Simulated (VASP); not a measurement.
MnO:

```
Mn O
1.0
     0.00000    2.19385    2.19385
     2.19385    0.00000    2.19385
     2.19385    2.19385    0.00000
Mn O
1 1
Direct
  0.00000 0.00000 0.00000
  0.50000 0.50000 0.50000
```

Base run:

* Program: VASP 6.6.1
* Functional: r2SCAN
* Potentials or basis: VASP PAW PBE potentials, release 64 (Mn_pv, O)
* Cutoff: 520 eV
* k mesh: 10 × 10 × 10
* Occupations: fermi-dirac, width 0.05 eV
* Spin: collinear spin, ferromagnetic start
* Starting moments: [4.0, 0.0] μB

Its results: pressure 7.8 GPa; net moment 4.98 μB per cell; site moments Mn +4.52; O +0.24 μB.

**Question.** The run is repeated on the same cell with these changes: functional from r2SCAN to PBE. What comes out?

**Answer.** Pressure 4.4 GPa; net moment 4.65 μB per cell; site moments Mn +4.24; O +0.19 μB.

Caveats: a cell with one magnetic atom can't hold antiferromagnetic order, which such compounds often take; the PAW data sets were made with another functional, which shifts forces and pressure a little (some runs).
